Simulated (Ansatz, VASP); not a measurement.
**Sn in VASP and in Ansatz**

```
Sn
1.0
     4.45495    0.00000    0.00000
    -3.30667    2.98538    0.00000
    -0.57414   -1.49269    4.15799
Sn
2
Direct
  0.00000 0.00000 0.00000
  0.75000 0.25000 0.50000
```

Alike in both runs: task single point; functional PBE; k mesh 9 × 9 × 9; occupations gaussian, width 0.1 eV; no spin polarisation.

|  | VASP | Ansatz |
| --- | --- | --- |
| version | VASP 6.6.1 | Ansatz 0.2.0 |
| potentials or method | VASP PAW PBE potentials, release 64 (Sn_d), cutoff 520 eV | all-electron LAPW, scalar-relativistic |

|  | VASP | Ansatz | Ansatz less VASP |
| --- | --- | --- | --- |
| gap on the k mesh at the Fermi level (eV) | none | none | - |
| pressure (GPa) | 1.4 | 1.4 | +0.05 |
| traceless stress, the component that is largest in VASP (GPa) | -0.20 | -0.21 | -0.007 |

A gap of «none» marks a metal or a gap that the smearing closes. Ansatz ran all-electron here, and VASP with PAW potentials.
